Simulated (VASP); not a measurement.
# La3Si2F (P4/mmm) in VASP: further runs

La3Si2F is run at these levels: PBE; tasks: single point, relaxation of cell and atoms.

All numbers are computed with VASP 6.6.1; they aren't measurements. Logs are shortened: lines on timing, memory, paths and dates and some standing lists are left out, and cuts for length are marked.

## 1. The cell of the first run

The structure is tetragonal, space group P4/mmm (No. 123). The conventional cell has a = 5.386 Å, b = 5.386 Å, c = 4.855 Å, α = 90.00°, β = 90.00°, γ = 90.00°. La (site symmetry mmm) has 2 La at 2.69 Å and 4 Si at 2.98 Å within 3.6 Å. Within 3.2 Å of La (site symmetry 4/mmm) lie 2 F at 2.43 Å and 4 La at 2.69 Å. Si (site symmetry 4mm) has 2 Si at 2.32 to 2.54 Å and 4 La at 2.98 Å within 3.1 Å. Within 3.2 Å of F (site symmetry 4/mmm) lie 2 La at 2.43 Å.

## 2. Single point, PBE

INCAR reads:

```
ALGO = Normal
EDIFF = 1E-6
ENCUT = 520
GGA = PE
ISIF = 2
ISMEAR = 0
LASPH = True
LCHARG = False
LREAL = False
LWAVE = False
NBANDS = 33
NELM = 80
PREC = Accurate
SIGMA = 0.1
```

KPOINTS reads:

```
k-points
0
Gamma
  4 4 4
```

POSCAR reads:

```
La3Si2F
1.0
    5.3864633700      0.0000000000      0.0000000000
    0.0000000000      5.3864633700      0.0000000000
    0.0000000000      0.0000000000      4.8551163100
La Si F
3 2 1
Direct
    0.0000000000      0.5000000000      0.5000000000
    0.5000000000      0.0000000000      0.5000000000
    0.5000000000      0.5000000000      0.5000000000
    0.0000000000      0.0000000000      0.2384134600
    0.0000000000      0.0000000000      0.7615865400
    0.5000000000      0.5000000000      0.0000000000
```

Potentials or basis: VASP PAW PBE potentials, release 64 (La, Si, F).

The run is started by

```bash
cat potpaw_PBE.64/La/POTCAR potpaw_PBE.64/Si/POTCAR potpaw_PBE.64/F/POTCAR > POTCAR
mpirun -np 1 vasp_std > vasp.out
```

OUTCAR:

```text
EDIFF = 1E-6
   ENCUT = 520
   GGA = PE
   ISIF = 2
   ISMEAR = 0
   LASPH = True
   LREAL = False
   NELM = 80
   PREC = Accurate

 ion  position               nearest neighbor table
   1  0.000  0.500  0.500-   3 2.69   3 2.69   5 2.98   4 2.98   5 2.98   4 2.98
   2  0.500  0.000  0.500-   3 2.69   3 2.69   5 2.98   4 2.98   4 2.98   5 2.98
   3  0.500  0.500  0.500-   6 2.43   6 2.43   1 2.69   2 2.69   2 2.69   1 2.69
   4  0.000  0.000  0.238-   5 2.32   5 2.54   2 2.98   1 2.98   1 2.98   2 2.98
   5  0.000  0.000  0.762-   4 2.32   4 2.54   1 2.98   2 2.98   1 2.98   2 2.98
   6  0.500  0.500  0.000-   3 2.43   3 2.43

  LATTYP: Found a simple tetragonal cell.
 ALAT       =     5.3864633700
 C/A-ratio  =     0.9013551149

  Lattice vectors:

 A1 = (   5.3864633700,   0.0000000000,   0.0000000000)
 A2 = (   0.0000000000,   5.3864633700,   0.0000000000)
 A3 = (   0.0000000000,   0.0000000000,   4.8551163100)

Analysis of symmetry for initial positions (statically):
=====================================================================
 Subroutine PRICEL returns:
 Original cell was already a primitive cell.

 Routine SETGRP: Setting up the symmetry group for a
 simple tetragonal supercell.

 Subroutine GETGRP returns: Found 16 space group operations
 (whereof 16 operations were pure point group operations)
 out of a pool of 16 trial point group operations.

The static configuration has the point symmetry D_4h.

Analysis of symmetry for dynamics (positions and initial velocities):
=====================================================================
 Subroutine PRICEL returns:
 Original cell was already a primitive cell.

 Routine SETGRP: Setting up the symmetry group for a
 simple tetragonal supercell.

 Subroutine GETGRP returns: Found 16 space group operations
 (whereof 16 operations were pure point group operations)
 out of a pool of 16 trial point group operations.

The dynamic configuration has the point symmetry D_4h.

 Subroutine INISYM returns: Found 16 space group operations
 (whereof 16 operations are pure point group operations),
 and found     1 'primitive' translations

----------------------------------------------------------------------------------------

                                     Primitive cell

  volume of cell :     140.8663

  direct lattice vectors                    reciprocal lattice vectors
     5.386463370  0.000000000  0.000000000     0.185650571  0.000000000  0.000000000
     0.000000000  5.386463370  0.000000000     0.000000000  0.185650571  0.000000000
     0.000000000  0.000000000  4.855116310     0.000000000  0.000000000  0.205968289

  length of vectors
     5.386463370  5.386463370  4.855116310     0.185650571  0.185650571  0.205968289

  position of ions in fractional coordinates (direct lattice)
     0.000000000  0.500000000  0.500000000
     0.500000000  0.000000000  0.500000000
     0.500000000  0.500000000  0.500000000
     0.000000000  0.000000000  0.238413460
     0.000000000  0.000000000  0.761586540
     0.500000000  0.500000000  0.000000000

  ion indices of the primitive-cell ions
   primitive index   ion index
                 1           1
                 2           2
                 3           3
                 4           4
                 5           5
                 6           6

----------------------------------------------------------------------------------------

 KPOINTS: k-points

Automatic generation of k-mesh.
 Grid dimensions read from file:
 generate k-points for:    4    4    4

 Generating k-lattice:

  Cartesian coordinates                     Fractional coordinates (reciprocal lattice)
     0.046412643  0.000000000  0.000000000     0.250000000  0.000000000  0.000000000
     0.000000000  0.046412643  0.000000000     0.000000000  0.250000000  0.000000000
     0.000000000  0.000000000  0.051492072     0.000000000  0.000000000  0.250000000

  Length of vectors
     0.046412643  0.046412643  0.051492072

  Shift w.r.t. Gamma in fractional coordinates (k-lattice)
[... 48 lines left out ...]

 E-fermi :   7.8538     XC(G=0):  -9.8193

 val. band max:        7.8214337158   @ k =   0.5000   0.0000   0.2500
 cond. band min:       7.8579812692   @ k =   0.2500   0.0000   0.5000
 fundamental gap:      0.0365475534
 Fermi energy:         7.8537908229

 k-point     1 :       0.0000    0.0000    0.0000
  band No.  band energies     occupation
      1     -25.5423      2.00000
      2     -24.3300      2.00000
      3     -23.3720      2.00000
      4     -15.6000      2.00000
      5     -11.8044      2.00000
      6     -11.8044      2.00000
[... 25 lines left out ...]
     32       9.6989      0.00000
     33       9.7431      0.00000

 k-point     2 :       0.2500    0.0000    0.0000
  band No.  band energies     occupation
      1     -25.4211      2.00000
      2     -24.3708      2.00000
      3     -23.5431      2.00000
      4     -15.6009      2.00000
      5     -11.7772      2.00000
      6     -10.9866      2.00000
[... 25 lines left out ...]
     32       9.6935      0.00000
     33      10.0083      0.00000

 k-point     3 :       0.5000    0.0000    0.0000
  band No.  band energies     occupation
      1     -25.2621      2.00000
      2     -24.4502      2.00000
      3     -23.7097      2.00000
      4     -15.6014      2.00000
      5     -11.7493      2.00000
      6      -9.1793      2.00000
[... 25 lines left out ...]
     32       9.9232      0.00000
     33      10.1170      0.00000

 k-point     4 :       0.2500    0.2500    0.0000
  band No.  band energies     occupation
      1     -25.2812      2.00000
      2     -24.3900      2.00000
      3     -23.7541      2.00000
      4     -15.6015      2.00000
      5     -10.9820      2.00000
      6     -10.9250      2.00000
[... 457 lines left out ...]
     32       9.8283      0.00000
     33      10.0611      0.00000

 k-point    17 :       0.5000    0.2500    0.5000
  band No.  band energies     occupation
      1     -25.0681      2.00000
      2     -24.4470      2.00000
      3     -23.9703      2.00000
      4     -15.8611      2.00000
      5     -10.9124      2.00000
      6      -9.0893      2.00000
[... 25 lines left out ...]
     32       9.9298      0.00000
     33      10.0522      0.00000

 k-point    18 :       0.5000    0.5000    0.5000
  band No.  band energies     occupation
      1     -24.6797      2.00000
      2     -24.4461      2.00000
      3     -24.4461      2.00000
      4     -15.8601      2.00000
      5      -8.9513      2.00000
      6      -8.8707      2.00000
[... 25 lines left out ...]
     32      10.0493      0.00000
     33      10.0909      0.00000

------------------------ aborting loop because EDIFF is reached ----------------------------------------

  FORCE on cell =-STRESS in cart. coord.  units (eV):
  Direction    XX          YY          ZZ          XY          YZ          ZX
  --------------------------------------------------------------------------------------
  -------------------------------------------------------------------------------------
  Total       19.2820997     19.2820997      1.5850998      0.0000000      0.0000000      0.0000000
  in kB      219.3097031    219.3097031     18.0285229      0.0000000      0.0000000      0.0000000
  external PRESSURE =     152.2159764 kB  Pullay stress =       0.0000000 kB

 VOLUME and BASIS-vectors are now :
 -----------------------------------------------------------------------------
  energy-cutoff  :      520.00
  volume of cell :      140.87
      direct lattice vectors                 reciprocal lattice vectors
     5.386463370  0.000000000  0.000000000     0.185650571  0.000000000  0.000000000
     0.000000000  5.386463370  0.000000000     0.000000000  0.185650571  0.000000000
     0.000000000  0.000000000  4.855116310     0.000000000  0.000000000  0.205968289

 POSITION                                       TOTAL-FORCE (eV/Angst)
 -----------------------------------------------------------------------------------
      0.00000      2.69323      2.42756        -0.000000      0.000000      0.000000
      2.69323      0.00000      2.42756        -0.000000      0.000000      0.000000
      2.69323      2.69323      2.42756        -0.000000      0.000000      0.000000
      0.00000      0.00000      1.15753         0.000000      0.000000     -0.510597
      0.00000      0.00000      3.69759        -0.000000      0.000000      0.510597
      2.69323      2.69323      0.00000        -0.000000      0.000000      0.000000
 -----------------------------------------------------------------------------------
    total drift:                                0.000000      0.000000     -0.000000

  FREE ENERGIE OF THE ION-ELECTRON SYSTEM (eV)
  ---------------------------------------------------
  free  energy   TOTEN  =       -27.4972808690 eV

  energy  without entropy=      -27.4752391714  energy(sigma->0) =      -27.48626002
```

It took 62 s on 1 thread of Intel Xeon 6975P-C, shared host; peak memory 0.28 GiB.

Results:

```
Free energy            : -27.4973 eV
Pressure               : 15.2 GPa
Largest force          : 0.511 eV/Å
Band gap on the k mesh : zero (band 24 reaches 8.41 eV, above the bottom of band 25 at 7.03 eV)
```

Forces in eV/Å, atoms in the order of the input:
```
La   0.000  0.000  0.000
La   0.000  0.000  0.000
La   0.000  0.000  0.000
Si   0.000  0.000 -0.511
Si   0.000  0.000  0.511
F    0.000  0.000  0.000
```

Caveat: spin-orbit coupling is left out, which moves the levels of the heavy elements.

## 3. Single point, PBE

This run uses another cell than the first one, of 29.07 Å³/atom, 1.238 times its volume.

INCAR reads:

```
SYSTEM = La3Si2F
  ALGO = Normal
  EDIFF = 1E-6
  ENCUT = 520
  GGA = PE
  ISIF = 2
  ISMEAR = 0
  LASPH = .True.
  LCHARG = .True.
  LELF = .True.
  LREAL = .False.
  LVHAR = .True.
  LWAVE = .False.
  NBANDS = 33
  NELM = 60
  PREC = Accurate
  SIGMA = 0.1
```

KPOINTS reads:

```
k-points
0
Gamma
  4 4 4
  0 0 0
```

POSCAR reads:

```
La3Si2F
1.0
    5.9973605260      0.0000000000      0.0000000000
    0.0000000000      5.9973605260      0.0000000000
    0.0000000000      0.0000000000      4.8494850285
La Si F
3 2 1
Direct
    0.0000000000      0.5000000000      0.5000000000
    0.5000000000      0.0000000000      0.5000000000
    0.5000000000      0.5000000000      0.5000000000
    0.0000000000      0.0000000000      0.2466823956
    0.0000000000      0.0000000000      0.7533176044
    0.5000000000      0.5000000000      0.0000000000
```

Potentials or basis: VASP PAW PBE potentials, release 64 (La, Si, F).

The run is started by

```bash
cat potpaw_PBE.64/La/POTCAR potpaw_PBE.64/Si/POTCAR potpaw_PBE.64/F/POTCAR > POTCAR
mpirun -np 1 vasp_std > vasp.out
```

Run time: 2.3 min. Hardware: 1 thread of Intel Xeon 6975P-C, shared host; peak memory 0.34 GiB.

The run converged. Its results:

* Free energy: -29.2220 eV
* Pressure: 0.0 GPa
* Largest force: 0.033 eV/Å
* Band gap on the k mesh: zero (band 24 reaches 6.63 eV, above the bottom of band 25 at 5.44 eV)

Forces in eV/Å, atoms in the order of the input:
```
La   0.000  0.000  0.000
La   0.000  0.000  0.000
La   0.000  0.000  0.000
Si   0.000  0.000 -0.033
Si   0.000  0.000  0.033
F    0.000  0.000  0.000
```

Stress tensor (GPa, compression positive):
```
 0.14  0.00  0.00
 0.00  0.14  0.00
 0.00  0.00 -0.19
```

Levels at points of the mesh, in eV from the Fermi level:
```csv
k point,band 22,band 23,band 24,band 25,band 26,band 27
"(0.00, 0.00, 0.00)",-1.50,-1.03,-0.82,-0.74,-0.74,0.39
"(0.50, 0.00, 0.00)",-0.84,-0.32,0.04,0.10,0.20,0.40
"(0.50, 0.50, 0.00)",0.17,0.46,0.46,0.75,0.75,0.78
"(0.00, 0.00, 0.50)",-1.00,-0.58,-0.15,-0.15,0.49,0.49
"(0.50, 0.00, 0.50)",-1.11,-0.77,-0.18,0.24,0.76,0.86
"(0.50, 0.50, 0.50)",-0.80,-0.08,0.23,0.85,0.93,1.20
```

Caveat: spin-orbit coupling is left out, which moves the levels of the heavy elements.

## 4. Single point, PBE

This run uses another cell than the first one, of 30.24 Å³/atom, 1.288 times its volume.

INCAR reads:

```
SYSTEM = La3Si2F
  PREC = Accurate
  ENCUT = 520
  EDIFF = 1E-6
  ISMEAR = 0
  SIGMA = 0.1
  LREAL = .False.
  LASPH = .True.
  NELM = 80
  ALGO = Normal
  ISIF = 2
  LWAVE = .False.
  LCHARG = .False.
  GGA = PE
  NBANDS = 33
```

KPOINTS reads:

```
regular mesh
0
Gamma
  6 6 8
  0 0 0
```

POSCAR reads:

```
La3Si2F
1.0
    6.1601299011      0.0000000000      0.0000000000
    0.0000000000      6.1601299011      0.0000000000
    0.0000000000      0.0000000000      4.7808080119
La Si F
3 2 1
Direct
    0.0000000000      0.5000000000      0.5000000000
    0.5000000000      0.0000000000      0.5000000000
    0.5000000000      0.5000000000      0.5000000000
    0.0000000000      0.0000000000      0.2500374465
    0.0000000000      0.0000000000      0.7499625535
    0.5000000000      0.5000000000      0.0000000000
```

The run is started by

```bash
cat potpaw_PBE.64/La/POTCAR potpaw_PBE.64/Si/POTCAR potpaw_PBE.64/F/POTCAR > POTCAR
mpirun -np 1 vasp_std > vasp.out
```

It took 7.5 min on 1 thread of Intel Xeon 6975P-C, shared host; peak memory 0.46 GiB.

It converged, with:

```
Free energy            : -29.4722 eV
Pressure               : -0.1 GPa
Band gap on the k mesh : zero (band 24 reaches 6.41 eV, above the bottom of band 25 at 5.49 eV)
```

Levels at points of the mesh, in eV from the Fermi level:
```
           k point  band 21  band 22  band 23  band 24  band 25  band 26  band 27  band 28
(0.00, 0.00, 0.00)    -1.76    -1.76    -1.02    -0.86    -0.48    -0.48     0.23     0.53
(0.50, 0.00, 0.00)    -2.31    -0.79    -0.10     0.08     0.20     0.24     0.35     0.44
(0.50, 0.50, 0.00)    -3.15     0.27     0.33     0.33     0.82     0.82     0.88     1.18
(0.00, 0.00, 0.50)    -1.74    -0.82    -0.67    -0.40    -0.40     0.50     0.50     1.33
(0.50, 0.00, 0.50)    -1.50    -1.19    -0.69    -0.09     0.39     0.67     0.85     0.92
(0.50, 0.50, 0.50)    -0.90    -0.90    -0.15     0.36     0.84     0.96     1.18     1.19
```

Caveat: spin-orbit coupling is left out, which moves the levels of the heavy elements.

## 5. Relaxation of cell and atoms, PBE

INCAR reads:

```
PREC = Accurate
ENCUT = 600
EDIFF = 1E-6
ISMEAR = 0
SIGMA = 0.1
LREAL = F
LASPH = T
NELM = 60
ALGO = Normal
ISIF = 3
LWAVE = F
LCHARG = F
GGA = PE
IBRION = 2
NSW = 90
EDIFFG = -0.04
```

KPOINTS reads:

```
regular mesh
0
Gamma
  4 4 4
```

POSCAR reads:

```
La3Si2F
1.0
    5.3864633700      0.0000000000      0.0000000000
    0.0000000000      5.3864633700      0.0000000000
    0.0000000000      0.0000000000      4.8551163100
La Si F
3 2 1
Direct
    0.0000000000      0.5000000000      0.5000000000
    0.5000000000      0.0000000000      0.5000000000
    0.5000000000      0.5000000000      0.5000000000
    0.0000000000      0.0000000000      0.2384134600
    0.0000000000      0.0000000000      0.7615865400
    0.5000000000      0.5000000000      0.0000000000
```

The run is started by

```bash
cat potpaw_PBE.64/La/POTCAR potpaw_PBE.64/Si/POTCAR potpaw_PBE.64/F/POTCAR > POTCAR
mpirun -np 1 vasp_std > vasp.out
```

Run time: 15 min. Hardware: 1 thread of Intel Xeon 6975P-C, shared host; peak memory 0.37 GiB.

The run converged. Its results:

* Free energy: -29.2131 eV
* Relaxed volume: 29.08 Å³/atom
* Relaxed cell: a = 6.003 Å, b = 6.003 Å, c = 4.841 Å, α = 90.00°, β = 90.00°, γ = 90.00°
* Space group after relaxing (to 0.05 Å): P4/mmm (No. 123)
* Energy gained by relaxing: 285.4 meV/atom
* Ionic steps: 10
* Pressure after relaxing: 0.0 GPa
* Largest force after relaxing: 0.012 eV/Å
* Band gap on the k mesh: zero (band 24 reaches 6.63 eV, above the bottom of band 25 at 5.46 eV)

Forces in eV/Å, atoms in the order of the input:
```
La   0.000  0.000  0.000
La   0.000  0.000  0.000
La   0.000  0.000  0.000
Si   0.000  0.000 -0.012
Si   0.000  0.000  0.012
F    0.000  0.000  0.000
```

The path:
| step | energy change (eV) | largest force (eV/Å) | pressure (GPa) | volume (Å³) |
| --- | --- | --- | --- | --- |
| 1 | 0.0000 | 0.5101 | 15.21 | 140.87 |
| 2 | -1.5171 | 0.9888 | -2.04 | 190.28 |
| 3 | -1.6675 | 0.6337 | 0.08 | 173.10 |
| 4 | -1.6681 | 0.6807 | -0.27 | 174.87 |
| 5 | -1.6685 | 0.6623 | -0.13 | 174.15 |
| 6 | -1.7014 | 0.3020 | -0.02 | 173.94 |
| 7 | -1.7110 | 0.0992 | 0.18 | 173.70 |
| 8 | -1.7114 | 0.0180 | 0.14 | 173.75 |
| 9 | -1.7114 | 0.0335 | 0.15 | 173.74 |
| 10 | -1.7122 | 0.0120 | 0.02 | 174.48 |

Final structure:
```cif
data_structure
_symmetry_space_group_name_H-M 'P 1'
_symmetry_Int_Tables_number 1
_cell_length_a 6.0034
_cell_length_b 6.0034
_cell_length_c 4.8410
_cell_angle_alpha 90.000
_cell_angle_beta 90.000
_cell_angle_gamma 90.000
_cell_volume 174.48
loop_
_atom_site_label
_atom_site_type_symbol
_atom_site_fract_x
_atom_site_fract_y
_atom_site_fract_z
_atom_site_occupancy
La1 La 0.00000 0.50000 0.50000 1
La2 La 0.50000 0.00000 0.50000 1
La3 La 0.50000 0.50000 0.50000 1
Si1 Si 0.00000 0.00000 0.24655 1
Si2 Si 0.00000 0.00000 0.75345 1
F1 F 0.50000 0.50000 0.00000 1
```

Levels at points of the mesh, in eV from the Fermi level:
| k point | band 22 | band 23 | band 24 | band 25 | band 26 | band 27 |
| --- | --- | --- | --- | --- | --- | --- |
| (0.00, 0.00, 0.00) | -1.52 | -1.02 | -0.84 | -0.73 | -0.73 | 0.37 |
| (0.50, 0.00, 0.00) | -0.85 | -0.31 | 0.04 | 0.10 | 0.21 | 0.39 |
| (0.50, 0.50, 0.00) | 0.17 | 0.45 | 0.45 | 0.75 | 0.75 | 0.78 |
| (0.00, 0.00, 0.50) | -0.99 | -0.58 | -0.16 | -0.16 | 0.49 | 0.49 |
| (0.50, 0.00, 0.50) | -1.12 | -0.77 | -0.17 | 0.25 | 0.76 | 0.85 |
| (0.50, 0.50, 0.50) | -0.81 | -0.09 | 0.24 | 0.85 | 0.93 | 1.20 |

Caveat: the volume moved by over 15 % at a fixed basis, so the end points are rough; spin-orbit coupling is left out, which moves the levels of the heavy elements.

## 6. Summary

| task | cell | k mesh | cutoff (eV) | gap on the mesh (eV) | pressure (GPa) | largest force (eV/Å) |
| --- | --- | --- | --- | --- | --- | --- |
| single point | a = 5.386, b = 5.386, c = 4.855 Å, 6 atoms | 4 × 4 × 4 | 520 | none | 15.2 | 0.51 |
| single point | a = 5.997, b = 5.997, c = 4.849 Å, 6 atoms | 4 × 4 × 4 | 520 | none | 0.0 | 0.03 |
| single point | a = 6.160, b = 6.160, c = 4.781 Å, 6 atoms | 6 × 6 × 8 | 520 | none | -0.1 | - |
| relaxation of cell and atoms | relaxed from a = 5.386, b = 5.386, c = 4.855 Å, 6 atoms | 4 × 4 × 4 | 600 | none | 0.0 | 0.01 |

Alike in all rows: level PBE; potentials or basis VASP PAW PBE potentials, release 64 (La, Si, F); no spin polarisation; smearing gaussian 0.1 eV.

Caveats: spin-orbit coupling is left out, which moves the levels of the heavy elements; the volume moved by over 15 % at a fixed basis, so the end points are rough (some runs).

Total energies depend on the potentials used, so only differences within one code and one set of settings carry meaning.
